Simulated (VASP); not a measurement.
# Ni (Pm-3m) in VASP: a series of runs

The runs below take Ni through single point, with RPBE.

All numbers are computed with VASP 6.6.1; they aren't measurements. Logs are shortened: lines on timing, memory, paths and dates and some standing lists are left out, and cuts for length are marked.

**1. The cell of the first run**

It takes space group Pm-3m (No. 221, cubic). The conventional cell has a = 2.257 Å, b = 2.257 Å, c = 2.257 Å, α = 90.00°, β = 90.00°, γ = 90.00°. Ni (site symmetry m-3m) has 6 Ni at 2.26 Å within 3.0 Å.

**2. Single point, RPBE, collinear spin, ferromagnetic start (volume scaled by 0.88)**

Input file INCAR:

```
SYSTEM = Ni
PREC = Accurate
ENCUT = 520
EDIFF = 1E-7
ISMEAR = -1
SIGMA = 0.05
LREAL = .FALSE.
LASPH = .TRUE.
NELM = 150
ALGO = Normal
ISIF = 2
LWAVE = .FALSE.
LCHARG = .TRUE.
ISPIN = 2
MAGMOM = 0.661
LORBIT = 11
LMAXMIX = 4
GGA = RP
LELF = .TRUE.
LVHAR = .TRUE.
NBANDS = 15
```

Input file KPOINTS:

```
regular mesh
0
G
  15 15 15
  0 0 0
```

Input file POSCAR:

```
Ni
1.0
    2.2568407372      0.0000000000      0.0000000000
    0.0000000000      2.2568407372      0.0000000000
    0.0000000000      0.0000000000      2.2568407372
Ni
1
Direct
    0.0000000000      0.0000000000      0.0000000000
```

Potentials or basis: VASP PAW PBE potentials, release 64 (Ni).

On the command line:

```sh
$ cat potpaw_PBE.64/Ni/POTCAR > POTCAR
$ mpirun -np 1 vasp_std > vasp.out
```

OUTCAR:

```text
SYSTEM = Ni
   PREC = Accurate
   ENCUT = 520
   EDIFF = 1E-7
   ISMEAR = -1
   LREAL = .FALSE.
   LASPH = .TRUE.
   NELM = 150
   ISIF = 2
   ISPIN = 2
   LORBIT = 11
   GGA = RP

 ion  position               nearest neighbor table
   1  0.000  0.000  0.000-

  LATTYP: Found a simple cubic cell.
 ALAT       =     2.2568407372

  Lattice vectors:

 A1 = (   2.2568407372,   0.0000000000,   0.0000000000)
 A2 = (   0.0000000000,   2.2568407372,   0.0000000000)
 A3 = (   0.0000000000,   0.0000000000,   2.2568407372)

Analysis of symmetry for initial positions (statically):
=====================================================================
 Subroutine PRICEL returns:
 Original cell was already a primitive cell.

 Routine SETGRP: Setting up the symmetry group for a
 simple cubic supercell.

 Subroutine GETGRP returns: Found 48 space group operations
 (whereof 48 operations were pure point group operations)
 out of a pool of 48 trial point group operations.

The static configuration has the point symmetry O_h .

Analysis of symmetry for dynamics (positions and initial velocities):
=====================================================================
 Subroutine PRICEL returns:
 Original cell was already a primitive cell.

 Routine SETGRP: Setting up the symmetry group for a
 simple cubic supercell.

 Subroutine GETGRP returns: Found 48 space group operations
 (whereof 48 operations were pure point group operations)
 out of a pool of 48 trial point group operations.

The dynamic configuration has the point symmetry O_h .

Analysis of structural, dynamic, and magnetic symmetry:
=====================================================================
 Subroutine PRICEL returns:
 Original cell was already a primitive cell.

 Routine SETGRP: Setting up the symmetry group for a
 simple cubic supercell.

 Subroutine GETGRP returns: Found 48 space group operations
 (whereof 48 operations were pure point group operations)
 out of a pool of 48 trial point group operations.

The overall configuration has the point symmetry O_h .

 Subroutine INISYM returns: Found 48 space group operations
 (whereof 48 operations are pure point group operations),
 and found     1 'primitive' translations

----------------------------------------------------------------------------------------

                                     Primitive cell

  volume of cell :      11.4948

  direct lattice vectors                    reciprocal lattice vectors
     2.256840737  0.000000000  0.000000000     0.443097284  0.000000000  0.000000000
     0.000000000  2.256840737  0.000000000     0.000000000  0.443097284  0.000000000
     0.000000000  0.000000000  2.256840737     0.000000000  0.000000000  0.443097284

  length of vectors
     2.256840737  2.256840737  2.256840737     0.443097284  0.443097284  0.443097284

  position of ions in fractional coordinates (direct lattice)
     0.000000000  0.000000000  0.000000000

  ion indices of the primitive-cell ions
   primitive index   ion index
                 1           1

----------------------------------------------------------------------------------------

 KPOINTS: regular mesh

Automatic generation of k-mesh.
 Grid dimensions read from file:
 generate k-points for:   15   15   15

 Generating k-lattice:

  Cartesian coordinates                     Fractional coordinates (reciprocal lattice)
     0.029539819  0.000000000  0.000000000     0.066666667  0.000000000  0.000000000
     0.000000000  0.029539819  0.000000000     0.000000000  0.066666667  0.000000000
     0.000000000  0.000000000  0.029539819     0.000000000  0.000000000  0.066666667

  Length of vectors
     0.029539819  0.029539819  0.029539819

  Shift w.r.t. Gamma in fractional coordinates (k-lattice)
     0.000000000  0.000000000  0.000000000

 Subroutine IBZKPT returns following result:
 ===========================================

 Found    120 irreducible k-points:

 Following reciprocal coordinates:
            Coordinates               Weight
  0.000000  0.000000  0.000000      1.000000
  0.066667  0.000000  0.000000      6.000000
  0.133333  0.000000  0.000000      6.000000
  0.200000  0.000000  0.000000      6.000000
  0.266667  0.000000  0.000000      6.000000
  0.333333  0.000000  0.000000      6.000000
[... 16 lines left out ...]
  0.266667  0.200000  0.000000     24.000000
  0.333333  0.200000  0.000000     24.000000
 [... further k-points ...]
   k-points           NKPTS =    120   k-points in BZ     NKDIM =    120   number of bands    NBANDS=     15
   number of dos      NEDOS =    301   number of ions     NIONS =      1
   total plane-waves  NPLWV =   5832
   dimension x,y,z NGX =    18 NGY =   18 NGZ =   18
   dimension x,y,z NGXF=    36 NGYF=   36 NGZF=   36
   ions per type =               1
   NGX,Y,Z   is equivalent  to a cutoff of  13.26, 13.26, 13.26 a.u.
   NGXF,Y,Z  is equivalent  to a cutoff of  26.52, 26.52, 26.52 a.u.
 SYSTEM =  Ni
   PREC   = accura    normal or accurate (medium, high low for compatibility)
   ISTART =      0    job   : 0-new  1-cont  2-samecut
   ICHARG =      2    charge: 1-file 2-atom 10-const
   ISPIN  =      2    spin polarized calculation?
   LNONCOLLINEAR =      F non collinear calculations
   LSORBIT =      F    spin-orbit coupling
   LASPH  =      T    aspherical Exc in radial PAW
   ENCUT  =  520.0 eV  38.22 Ry    6.18 a.u.   4.20  4.20  4.20*2*pi/ulx,y,z
   NELM   =    150;   NELMIN=  2; NELMDL= -5     # of ELM steps
   EDIFF  = 0.1E-06   stopping-criterion for ELM
   LREAL  =      F    real-space projection
   EDIFFG = 0.1E-05   stopping-criterion for IOM
   NSW    =      0    number of steps for IOM
   IBRION =     -1    ionic relax: 0-MD 1-quasi-New 2-CG
   NFREE  =      0    steps in history (QN), initial steepest desc. (CG)
   ISIF   =      2    stress and relaxation
   ISYM   =      2    0-nonsym 1-usesym 2-fastsym
   POTIM  = 0.5000    time-step for ionic-motion
   TEBEG  =    0.0;   TEEND  =   0.0 temperature during run
   PSTRESS=    0.0 pullay stress
   NELECT =      10.0000    total number of electrons
   NUPDOWN=      -1.0000    fix difference up-down
   EMIN   =  10.00;   EMAX   =-10.00  energy-range for DOS
   EFERMI =   0.00;   METHOD = LEGACY
   ISMEAR =    -1;   SIGMA  =   0.05  broadening in eV -4-tet -1-fermi 0-gaus
   EFERMI_NEDOS =   21; number of points for ismear=-14 and -15
   IALGO  =     38    algorithm
   IMIX   =      4    mixing-type and parameters
     AMIX     =   0.40;   BMIX     =  1.00
     AMIX_MAG =   1.60;   BMIX_MAG =  1.00
  volume/ion in A,a.u.               =      11.49        77.57
  Fermi-wavevector in a.u.,A,eV,Ry     =   1.562814  2.953290 33.230694  2.442387
  Thomas-Fermi vector in A             =   2.665677
   LORBIT       =     11    0 simple, 1 ext, 2 COOP (PROOUT), +10 PAW based schemes
   GGA     = RP    functional components
   LHFCALC =     F    Hartree Fock is set to
   AEXX    =    0.0000 exact exchange contribution
   IVDW    =     0    specifies the selected vdW correction
   LEPSILON=     F    determine dielectric tensor
   LRPA    =     F    only Hartree local field effects (RPA)
 spin polarized calculation
  energy-cutoff  :      520.00
  volume of cell :       11.49
 maximum number of plane-waves:       320
 NGX is ok and might be reduce to    18
   NGX =  9   NGY =  9   NGZ =  9

 number of electron      10.0000000 magnetization       0.6610000

 number of electron       9.9999995 magnetization       0.4087714

 Free energy of the ion-electron system (eV)
  ---------------------------------------------------
  ext. energy  EPLUGINS =         0.00000000
  ---------------------------------------------------
  free energy    TOTEN  =        -4.19470042 eV

  energy without entropy =       -4.18034848  energy(sigma->0) =       -4.18752445

 E-fermi :   8.7913     XC(G=0): -12.7113

 val. band max:        8.7903577827   @ k =   0.1333   0.0667   0.0000
 cond. band min:       8.7916424378   @ k =   0.1333   0.0667   0.0667
 fundamental gap:      0.0012846550
 Fermi energy:         8.7913216565

 spin component 1

 k-point     1 :       0.0000    0.0000    0.0000
  band No.  band energies     occupation
      1       0.2354      1.00000
      2       4.8831      1.00000
      3       4.8831      1.00000
      4       8.5218      0.99546
      5       8.5218      0.99546
      6       8.5218      0.99546
      7      29.3845      0.00000
      8      29.3845      0.00000
      9      29.3845      0.00000
     10      33.3874      0.00000
     11      33.3874      0.00000
     12      37.9444      0.00000
     13      52.3686      0.00000
     14      52.3686      0.00000
     15      52.3686      0.00000
[... 397 lines left out ...]
 k-point    24 :       0.3333    0.2000    0.0000
  band No.  band energies     occupation
      1       4.0480      1.00000
      2       5.5578      1.00000
      3       6.3961      1.00000
      4       7.6844      1.00000
      5       8.0070      1.00000
      6       8.2112      0.99999
      7      17.3561      0.00000
      8      25.2386      0.00000
      9      34.2984      0.00000
     10      35.2597      0.00000
     11      36.0411      0.00000
     12      44.4656      0.00000
     13      45.4153      0.00000
     14      47.1986      0.00000
     15      52.3789      0.00000

 [... further k-points ...]

 spin component 2

 k-point     1 :       0.0000    0.0000    0.0000
  band No.  band energies     occupation
      1       0.2435      1.00000
      2       5.1694      1.00000
      3       5.1694      1.00000
      4       9.0710      0.00371
      5       9.0710      0.00371
      6       9.0710      0.00371
      7      29.4414      0.00000
      8      29.4414      0.00000
      9      29.4414      0.00000
     10      33.4270      0.00000
     11      33.4270      0.00000
     12      37.9383      0.00000
     13      52.3823      0.00000
     14      52.3823      0.00000
     15      52.3823      0.00000
[... 397 lines left out ...]
 k-point    24 :       0.3333    0.2000    0.0000
  band No.  band energies     occupation
      1       4.1390      1.00000
      2       5.8602      1.00000
      3       6.7030      1.00000
      4       8.2049      0.99999
      5       8.3736      0.99976
      6       8.7499      0.69618
      7      17.4699      0.00000
      8      25.3146      0.00000
      9      34.3560      0.00000
     10      35.3446      0.00000
     11      36.0274      0.00000
     12      44.4800      0.00000
     13      45.4824      0.00000
     14      47.2103      0.00000
     15      52.4355      0.00000

 [... further k-points ...]
[... 5 lines left out ...]
  --------------------------------------------------------------------------------------
  -------------------------------------------------------------------------------------
  Total        1.5477328      1.5477328      1.5477328      0.0000000      0.0000000      0.0000000
  in kB      215.7266632    215.7266632    215.7266632      0.0000000      0.0000000      0.0000000
  external PRESSURE =     215.7266632 kB  Pullay stress =       0.0000000 kB

 VOLUME and BASIS-vectors are now :
 -----------------------------------------------------------------------------
  energy-cutoff  :      520.00
  volume of cell :       11.49
      direct lattice vectors                 reciprocal lattice vectors
     2.256840737  0.000000000  0.000000000     0.443097284  0.000000000  0.000000000
     0.000000000  2.256840737  0.000000000     0.000000000  0.443097284  0.000000000
     0.000000000  0.000000000  2.256840737     0.000000000  0.000000000  0.443097284

 POSITION                                       TOTAL-FORCE (eV/Angst)
 -----------------------------------------------------------------------------------
      0.00000      0.00000      0.00000         0.000000      0.000000      0.000000
 -----------------------------------------------------------------------------------
    total drift:                                0.000000      0.000000     -0.000000

  FREE ENERGIE OF THE ION-ELECTRON SYSTEM (eV)
  ---------------------------------------------------
  free  energy   TOTEN  =        -4.1947004243 eV

  energy  without entropy=       -4.1803484815  energy(sigma->0) =       -4.18752445

 total charge

# of ion       s       p       d       tot
------------------------------------------
    1        0.542   0.449   8.398   9.390

 magnetization (x)

# of ion       s       p       d       tot
------------------------------------------
    1        0.001  -0.003   0.413   0.411
```

It took 74 s on 1 thread of Intel Xeon 8259CL, shared host; peak memory 0.15 GiB.

What came out:

```yaml
Free_energy: -4.1947 eV
Pressure: 21.6 GPa
Net_moment: 0.41 μB per cell
Site_moments: Ni +0.41 μB
Valence_electrons_inside_the_program's_atomic_spheres: Ni 9.39
```

Levels at points of the mesh, in eV from the Fermi level:
Spin up:
| k point | band 2 | band 3 | band 4 | band 5 | band 6 | band 7 | band 8 | band 9 |
| --- | --- | --- | --- | --- | --- | --- | --- | --- |
| (0.00, 0.00, 0.00) | -3.91 | -3.91 | -0.27 | -0.27 | -0.27 | 20.59 | 20.59 | 20.59 |
Spin down:
| k point | band 1 | band 2 | band 3 | band 4 | band 5 | band 6 | band 7 | band 8 | band 9 | band 10 |
| --- | --- | --- | --- | --- | --- | --- | --- | --- | --- | --- |
| (0.00, 0.00, 0.00) | -8.55 | -3.62 | -3.62 | 0.28 | 0.28 | 0.28 | 20.65 | 20.65 | 20.65 | 24.64 |

Caveat: the cell differs from its parent crystal (volume scaled by 0.88); the PAW data sets were made with another functional, which shifts forces and pressure a little.

**3. Single point, RPBE, collinear spin, ferromagnetic start (volume scaled by 0.92)**

Input file INCAR:

```
  ALGO = Normal
  EDIFF = 1E-7
  ENCUT = 520
  GGA = RP
  ISIF = 2
  ISMEAR = -1
  ISPIN = 2
  LASPH = T
  LCHARG = F
  LMAXMIX = 4
  LORBIT = 11
  LREAL = F
  LWAVE = F
  MAGMOM = 0.661
  NBANDS = 15
  NELM = 150
  PREC = Accurate
  SIGMA = 0.05
```

Input file KPOINTS:

```
k-points
0
Gamma
  15 15 15
```

Input file POSCAR:

```
Ni
1.0
    2.2905298941      0.0000000000      0.0000000000
    0.0000000000      2.2905298941      0.0000000000
    0.0000000000      0.0000000000      2.2905298941
Ni
1
Direct
    0.0000000000      0.0000000000      0.0000000000
```

Potentials or basis: VASP PAW PBE potentials, release 64 (Ni).

On the command line:

```sh
$ cat potpaw_PBE.64/Ni/POTCAR > POTCAR
$ mpirun -np 1 vasp_std > vasp.out
```

It took 63 s on 1 thread of Intel Xeon 8259CL, shared host; peak memory 0.15 GiB.

It converged, with:

```yaml
Free_energy: -4.2498 eV
Pressure: 12.6 GPa
Net_moment: 0.45 μB per cell
Site_moments: Ni +0.46 μB
Valence_electrons_inside_the_program's_atomic_spheres: Ni 9.31
```

Levels at points of the mesh, in eV from the Fermi level:
Spin up:
```tsv
k point	band 1	band 2	band 3	band 4	band 5	band 6	band 7	band 8	band 9	band 10
(0.00, 0.00, 0.00)	-8.27	-3.72	-3.72	-0.32	-0.32	-0.32	20.04	20.04	20.04	23.91
```
Spin down:
| k point | band 1 | band 2 | band 3 | band 4 | band 5 | band 6 | band 7 | band 8 | band 9 | band 10 |
| --- | --- | --- | --- | --- | --- | --- | --- | --- | --- | --- |
| (0.00, 0.00, 0.00) | -8.26 | -3.39 | -3.39 | 0.28 | 0.28 | 0.28 | 20.09 | 20.09 | 20.09 | 23.96 |

Caveat: the cell differs from its parent crystal (volume scaled by 0.92); the PAW data sets were made with another functional, which shifts forces and pressure a little.

**4. Single point, RPBE, collinear spin, ferromagnetic start (volume scaled by 0.96)**

Input file INCAR:

```
SYSTEM = Ni
ALGO = Normal
EDIFF = 1E-6
ENCUT = 520
GGA = RP
ISIF = 2
ISMEAR = -1
ISPIN = 2
LASPH = .TRUE.
LCHARG = .FALSE.
LMAXMIX = 4
LORBIT = 11
LREAL = .FALSE.
LWAVE = .FALSE.
MAGMOM = 0.661
NBANDS = 15
NELM = 150
PREC = Accurate
SIGMA = 0.05
```

Input file KPOINTS:

```
k-points
0
G
  15 15 15
  0 0 0
```

Input file POSCAR:

```
Ni
1.0
    2.3232561712      0.0000000000      0.0000000000
    0.0000000000      2.3232561712      0.0000000000
    0.0000000000      0.0000000000      2.3232561712
Ni
1
Direct
    0.0000000000      0.0000000000      0.0000000000
```

On the command line:

```sh
$ cat potpaw_PBE.64/Ni/POTCAR > POTCAR
$ mpirun -np 1 vasp_std > vasp.out
```

It took 59 s on 1 thread of Intel Xeon 8259CL, shared host; peak memory 0.15 GiB.

The run converged. Its results:

* Free energy: -4.2789 eV
* Pressure: 5.6 GPa
* Net moment: 0.52 μB per cell
* Site moments: Ni +0.53 μB
* Valence electrons inside the program's atomic spheres: Ni 9.25

Levels at points of the mesh, in eV from the Fermi level:
Spin up:
```
           k point  band 2  band 3  band 4  band 5  band 6  band 7  band 8  band 9
(0.00, 0.00, 0.00)   -3.58   -3.58   -0.38   -0.38   -0.38   19.51   19.51   19.51
```
Spin down:
| k point | band 3 | band 4 | band 5 | band 6 | band 7 | band 8 |
| --- | --- | --- | --- | --- | --- | --- |
| (0.00, 0.00, 0.00) | -3.17 | 0.28 | 0.28 | 0.28 | 19.56 | 19.56 |

Caveat: the cell differs from its parent crystal (volume scaled by 0.96); the PAW data sets were made with another functional, which shifts forces and pressure a little.

**5. Single point, RPBE, collinear spin, ferromagnetic start**

This run uses another cell than the first one, of 13.06 Å³/atom, 1.136 times its volume.

Input file INCAR:

```
PREC = Accurate
ENCUT = 520
EDIFF = 1E-6
ISMEAR = -1
SIGMA = 0.05
LREAL = False
LASPH = True
NELM = 150
ALGO = Normal
ISIF = 2
LWAVE = False
LCHARG = False
ISPIN = 2
MAGMOM = 0.8
LORBIT = 11
LMAXMIX = 4
GGA = RP
NBANDS = 15
```

Input file KPOINTS:

```
regular mesh
0
Gamma
  14 14 14
```

Input file POSCAR:

```
Ni
1.0
    2.3550855535      0.0000000000      0.0000000000
    0.0000000000      2.3550855535      0.0000000000
    0.0000000000      0.0000000000      2.3550855535
Ni
1
Direct
    0.0000000000      0.0000000000      0.0000000000
```

On the command line:

```sh
$ cat potpaw_PBE.64/Ni/POTCAR > POTCAR
$ mpirun -np 1 vasp_std > vasp.out
```

It took 63 s on 1 thread of Intel Xeon 8259CL, shared host; peak memory 0.15 GiB.

It converged, with:

```
Free energy                                           : -4.2878 eV
Pressure                                              : -0.1 GPa
Net moment                                            : 0.55 μB per cell
Site moments                                          : Ni +0.56 μB
Valence electrons inside the program's atomic spheres : Ni 9.19
```

Levels at points of the mesh, in eV from the Fermi level:
Spin up:
```
           k point  band 3  band 4  band 5  band 6  band 7  band 8
(0.00, 0.00, 0.00)   -3.44   -0.42   -0.42   -0.42   19.01   19.01
(0.50, 0.00, 0.00)   -1.38   -1.38   -0.94   -0.33    3.41   24.10
(0.50, 0.50, 0.00)   -1.19   -1.19    0.30    5.11    5.11   10.81
(0.50, 0.50, 0.50)   -3.13    0.35    0.35   11.47   11.47   11.47
```
Spin down:
| k point | band 3 | band 4 | band 5 | band 6 | band 7 | band 8 |
| --- | --- | --- | --- | --- | --- | --- |
| (0.00, 0.00, 0.00) | -2.98 | 0.26 | 0.26 | 0.26 | 19.06 | 19.06 |
| (0.50, 0.00, 0.00) | -0.98 | -0.75 | -0.75 | 0.35 | 3.78 | 23.99 |
| (0.50, 0.50, 0.00) | -0.54 | -0.54 | 0.90 | 5.12 | 5.12 | 11.05 |
| (0.50, 0.50, 0.50) | -2.61 | 0.95 | 0.95 | 11.54 | 11.54 | 11.54 |

Caveat: the PAW data sets were made with another functional, which shifts forces and pressure a little.

**6. Summary**

```csv
cell,k mesh,gap on the mesh (eV),pressure (GPa),moment (μB)
"a = 2.257 Å, 1 atom",15 × 15 × 15,none,21.6,0.41
"a = 2.291 Å, 1 atom",15 × 15 × 15,none,12.6,0.45
"a = 2.323 Å, 1 atom",15 × 15 × 15,none,5.6,0.52
"a = 2.355 Å, 1 atom",14 × 14 × 14,none,-0.1,0.55
```

Alike in all rows: task single point; level RPBE; potentials or basis VASP PAW PBE potentials, release 64 (Ni); spin collinear, ferromagnetic start; cutoff (eV) 520; smearing fermi-dirac 0.05 eV.

Caveats: the PAW data sets were made with another functional, which shifts forces and pressure a little.

Absolute energies hang on the potentials; compare differences alone.
